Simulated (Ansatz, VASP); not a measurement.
HfO2 in VASP and in Ansatz

The input POSCAR:

```
HfO2
1.0
    0.0000000000      2.4920255963      2.4920255963
    2.4920255963      0.0000000000      2.4920255963
    2.4920255963      2.4920255963      0.0000000000
Hf O
1 2
Direct
    0.0000000000      0.0000000000      0.0000000000
    0.2500000000      0.2500000000      0.2500000000
    0.7500000000      0.7500000000      0.7500000000
```

The input INCAR.step1:

```
PREC = Accurate
ENCUT = 520
EDIFF = 1E-5
ISMEAR = -1
SIGMA = 0.05
LREAL = False
LASPH = True
NELM = 60
ALGO = Normal
ISIF = 2
LWAVE = True
GGA = PE
NBANDS = 18
```

Contents of INCAR.step2:

```
PREC = Accurate
ENCUT = 520
EDIFF = 1E-6
ISMEAR = -1
SIGMA = 0.05
LREAL = False
LASPH = True
NELM = 60
ALGO = Normal
ISIF = 2
LWAVE = False
LCHARG = True
GGA = PE
LHFCALC = True
HFSCREEN = 0.2079
PRECFOCK = Normal
LELF = True
LVHAR = True
ISTART = 1
NBANDS = 18
```

Contents of KPOINTS:

```
regular mesh
0
Gamma
  4 4 4
```

Input for Ansatz:

```yaml
crystal:
  lattice:
    - [0.0, 2.492025596266, 2.492025596266]
    - [2.492025596266, 0.0, 2.492025596266]
    - [2.492025596266, 2.492025596266, 0.0]
  atoms:
    - { symbol: Hf, position: [0.0, 0.0, 0.0] }
    - { symbol: O, position: [0.25, 0.25, 0.25] }
    - { symbol: O, position: [0.75, 0.75, 0.75] }
kpoints:
  mp_grid: { grid: [4, 4, 4] }
hamiltonian:
  xc: hse06
  pseudopotentials:
    kind: paw
    azcp:
      Hf: "pseudopotentials/pbe/paw/ansatz_paw_generated_hard_1/Hf.paw.azcp"
      O: "pseudopotentials/pbe/paw/ansatz_paw_generated_hard_1/O.paw.azcp"
scf:
  occupations: { method: fermi_dirac, width: 0.05 }
  convergence: { dr2_threshold: "1e-10 eV" }
  exx: { energy_threshold: "3e-8 eV", singularity: regularized }
output:
  forces: true
  stress: true
  eigenvalues: true
```

Alike in both runs: task single point; functional HSE06; k mesh 4 × 4 × 4; occupations fermi-dirac, width 0.05 eV; no spin polarisation.

|  | VASP | Ansatz |
| --- | --- | --- |
| version | VASP 6.6.1 | Ansatz 0.2.0 development build |
| potentials or method | VASP PAW PBE potentials, release 64 (Hf_pv, O) | plane waves, PAW datasets (generated hard set |
| plane-wave cutoff (eV) | 520 | 700 |
| valence electrons in the cell | 22 | 38 |

|  | VASP | Ansatz | Ansatz less VASP |
| --- | --- | --- | --- |
| gap on the k mesh at the Fermi level (eV) | 5.50 | 5.53 | +0.024 |

The functional is the same, so the differences come from potentials, cutoffs and numerics. VASP's potentials hold 22 valence electrons a cell and Ansatz's 38, so a difference there can come from the potentials and not from the codes.

The k mesh is coarse, so the values compare programs but aren't converged. Neither program's run includes spin-orbit coupling.
